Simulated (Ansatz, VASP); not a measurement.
This is a calculation of HfO2 for Ansatz 0.2.0.

Contents of input.yaml:

```yaml
crystal:
  lattice:
    - [5.2881483861, 0.0, 0.0]
    - [0.0, 5.0706233964, 0.0]
    - [0.0, 0.0, 5.0989121849]
  atoms:
    - { symbol: Hf, position: [0.966994, 0.73252082, 0.74144035] }
    - { symbol: Hf, position: [0.533006, 0.73252082, 0.24144035] }
    - { symbol: Hf, position: [0.466994, 0.26747918, 0.74144035] }
    - { symbol: Hf, position: [0.033006, 0.26747918, 0.24144035] }
    - { symbol: O, position: [0.63212745, 0.9286454, 0.87926726] }
    - { symbol: O, position: [0.86787255, 0.9286454, 0.37926726] }
    - { symbol: O, position: [0.23394852, 0.53988305, 0.49229239] }
    - { symbol: O, position: [0.26605148, 0.53988305, 0.99229239] }
    - { symbol: O, position: [0.76605148, 0.46011695, 0.99229239] }
    - { symbol: O, position: [0.73394852, 0.46011695, 0.49229239] }
    - { symbol: O, position: [0.13212745, 0.0713546, 0.87926726] }
    - { symbol: O, position: [0.36787255, 0.0713546, 0.37926726] }
hamiltonian:
  xc: rpbe
  pseudopotentials: { kind: paw }
  dispersion: d4
kpoints:
  mp_grid: { grid: [5, 6, 5] }
scf:
  occupations: { method: fermi_dirac, width: 0.05 }
output:
  forces: true
  stress: true
  eigenvalues: true
```

Potentials or basis: Ansatz PAW.

The run is started by

```sh
$ ansatz run input.yaml --threads 2 --pin off --max-ram 5120MiB --backend cpu --events-out ev --progress --plain --runs-dir out
```

Translate it to VASP 6.6.1. Potentials there: VASP PAW PBE potentials, release 64 (Hf_pv, O).

As run (the cutoff follows the program's own potentials):

INCAR

```
PREC = Accurate
ENCUT = 520
EDIFF = 1E-6
ISMEAR = -1
SIGMA = 0.05
LREAL = F
LASPH = T
NELM = 60
ALGO = Normal
ISIF = 2
LWAVE = F
LCHARG = F
GGA = RP
IVDW = 13
NBANDS = 56
```

Contents of KPOINTS:

```
regular mesh
0
Gamma
  5 6 5
```

POSCAR

```
HfO2
1.0
    5.2881483861      0.0000000000      0.0000000000
    0.0000000000      5.0706233964      0.0000000000
    0.0000000000      0.0000000000      5.0989121849
Hf O
4 8
Direct
    0.9669940000      0.7325208200      0.7414403500
    0.5330060000      0.7325208200      0.2414403500
    0.4669940000      0.2674791800      0.7414403500
    0.0330060000      0.2674791800      0.2414403500
    0.6321274500      0.9286454000      0.8792672600
    0.8678725500      0.9286454000      0.3792672600
    0.2339485200      0.5398830500      0.4922923900
    0.2660514800      0.5398830500      0.9922923900
    0.7660514800      0.4601169500      0.9922923900
    0.7339485200      0.4601169500      0.4922923900
    0.1321274500      0.0713546000      0.8792672600
    0.3678725500      0.0713546000      0.3792672600
```

Potentials or basis: VASP PAW PBE potentials, release 64 (Hf_pv, O).

Launch:

```sh
$ cat potpaw_PBE.64/Hf_pv/POTCAR potpaw_PBE.64/O/POTCAR > POTCAR
$ mpirun -np 1 vasp_std > vasp.out
```

Both were run:

|  | VASP | Ansatz | Ansatz less VASP |
| --- | --- | --- | --- |
| gap on the k mesh at the Fermi level (eV) | 4.38 | 4.43 | +0.052 |
| least direct gap on the mesh (eV) | 4.57 | 4.62 | +0.046 |
| pressure (GPa) | -6.0 | -2.7 | +3.27 |
| traceless stress, the component that is largest in VASP (GPa) | -0.29 | -0.27 | +0.019 |
| rms of the force components (eV/Å) | 0.055 | 0.048 | -0.0077 |

VASP's potentials were made for PBE, not for RPBE. Atom by atom the forces differ by 0.027 eV/Å (rms over components). VASP's potentials hold 88 valence electrons a cell and Ansatz's 152, so a difference there can come from the potentials and not from the codes.

Neither program's run includes spin-orbit coupling. Noted on Ansatz's run: odd divisions of the mesh miss points on the zone boundary, where band edges often lie, so the gap on the mesh can be too wide.
